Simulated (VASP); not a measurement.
Write the native input for VASP 6.6.1 that does the following.

```
Task                   : single point
Functional             : r2SCAN
Potentials or basis    : VASP PAW PBE potentials, release 64 (Hf_pv, N)
Cutoff                 : 520 eV
k mesh                 : 16 × 16 × 16
Occupations            : gaussian, width 0.1 eV
Spin                   : no spin polarisation
Dipole correction      : no
Further INCAR settings : ALGO = Normal; EDIFF = 1e-07; NBANDS = 14
```

HfN:

```
CELL_PARAMETERS angstrom
0.00000 2.24272 2.24272
2.24272 0.00000 2.24272
2.24272 2.24272 0.00000
ATOMIC_POSITIONS crystal
Hf 0.00000 0.00000 0.00000
N 0.50000 0.50000 0.50000
```

One way to write it, as run:

POSCAR

```
HfN
1.0
    0.0000000000      2.2427175191      2.2427175191
    2.2427175191      0.0000000000      2.2427175191
    2.2427175191      2.2427175191      0.0000000000
Hf N
1 1
Direct
    0.0000000000      0.0000000000      0.0000000000
    0.5000000000      0.5000000000      0.5000000000
```

INCAR.step1

```
ALGO = Normal ; EDIFF = 1E-4
ENCUT = 520 ; GGA = PE
ISMEAR = 0 ; LASPH = T
LCHARG = F ; LREAL = F
LWAVE = T ; NBANDS = 14
NELM = 100 ; PREC = Accurate
SIGMA = 0.1
```

INCAR.step2

```
ALGO = Normal ; EDIFF = 1E-7
ENCUT = 520 ; ISIF = 2
ISMEAR = 0 ; ISTART = 1
LASPH = T ; LCHARG = T
LELF = T ; LMIXTAU = T
LREAL = F ; LVHAR = T
LWAVE = F ; METAGGA = R2SCAN
NBANDS = 14 ; NELM = 100
PREC = Accurate ; SIGMA = 0.1
```

KPOINTS

```
k-points
0
Gamma
  16 16 16
```

Potentials or basis: VASP PAW PBE potentials, release 64 (Hf_pv, N).

Run with:

```console
$ cat potpaw_PBE.64/Hf_pv/POTCAR potpaw_PBE.64/N/POTCAR > POTCAR
$ cp INCAR.step1 INCAR
$ mpirun -np 1 vasp_std > vasp.out
$ cp INCAR.step2 INCAR
$ mpirun -np 1 vasp_std > vasp.out
```

Results of the run:

The pressure is 5.2 GPa and the band gap on the k mesh is zero (an odd number of electrons rules out a gap without spin polarisation).

Caveat: the cell stands under pressure; the PAW data sets were made with another functional, which shifts forces and pressure a little; spin-orbit coupling is left out, which moves the levels of the heavy elements; an odd number of electrons without spin polarisation forces a metal; a magnetic or distorted state may lie lower.

Wall time 2.2 min on 1 thread of AMD EPYC 9R45 96-Core Processor (Zen 5) (shared host), peak memory 0.15 GiB.
